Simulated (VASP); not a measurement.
A run of VASP 6.6.1 is set up as follows.

Contents of INCAR:

```
PREC = Accurate ; ENCUT = 520
EDIFF = 1E-6 ; ISMEAR = 0
SIGMA = 0.15 ; LREAL = F
LASPH = T ; NELM = 100
ALGO = Fast ; ISIF = 2
LWAVE = F ; LCHARG = F
GGA = CA ; NBANDS = 18
```

The input KPOINTS:

```
regular mesh
0
Gamma
  18 18 14
```

File POSCAR:

```
CuAu
1.0
    2.6600000000      0.0000000000      0.0000000000
    0.0000000000      2.6600000000      0.0000000000
    0.0000000000      0.0000000000      3.8535000000
Cu Au
1 1
Direct
    0.5000000000      0.5000000000      0.5000000000
    0.0000000000      0.0000000000      0.0000000000
```

Potentials or basis: VASP PAW LDA potentials, release 64 (Cu, Au).

Launch:

```console
$ cat potpaw_LDA.64/Cu/POTCAR potpaw_LDA.64/Au/POTCAR > POTCAR
$ mpirun -np 1 vasp_std > vasp.out
```

Q: Predict the band gap on the k mesh.

A: Zero (band 11 reaches 15.31 eV, above the bottom of band 12 at 7.54 eV).

Q: Estimate the pressure.

A: 4.7 GPa.

Stress tensor (GPa, compression positive):
```
 7.97  0.00  0.00
 0.00  7.97  0.00
 0.00  0.00 -1.89
```

Caveat: the cell differs from its parent crystal (strain -0.050 along x and y, +0.050 along z); spin-orbit coupling is left out, which moves the levels of the heavy elements.
